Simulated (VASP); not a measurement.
Here is a VASP 6.6.1 calculation.

INCAR

```
PREC = Accurate
ENCUT = 520
EDIFF = 1E-7
ISMEAR = 0
SIGMA = 0.05
LREAL = False
LASPH = True
NELM = 60
ALGO = Normal
ISIF = 2
LWAVE = False
LCHARG = False
GGA = PE
NBANDS = 20
```

File KPOINTS:

```
Automatic mesh
0
Gamma
  12 12 12
```

File POSCAR:

```
SnO2
1.0
    1.5898000000      0.9178714580      5.3117000000
   -1.5898000000      0.9178714580      5.3117000000
    0.0000000000     -1.8357429159      5.3117000000
Sn O
1 2
Direct
    0.5000000000      0.5000000000      0.5000000000
    0.2348826742      0.2348826742      0.2348826742
    0.7651173258      0.7651173258      0.7651173258
```

Potentials or basis: VASP PAW PBE potentials, release 64 (Sn_d, O).

Launch:

```console
$ cat potpaw_PBE.64/Sn_d/POTCAR potpaw_PBE.64/O/POTCAR > POTCAR
$ mpirun -np 1 vasp_std > vasp.out
```

(1) What does it give for the band gap on the k mesh?

(2) What does it give for the largest force?

## Answers

(1) 2.32 eV (least direct gap 2.54 eV).

(2) 0.677 eV/Å.

Caveat: spin-orbit coupling is left out, which moves the levels of the heavy elements.
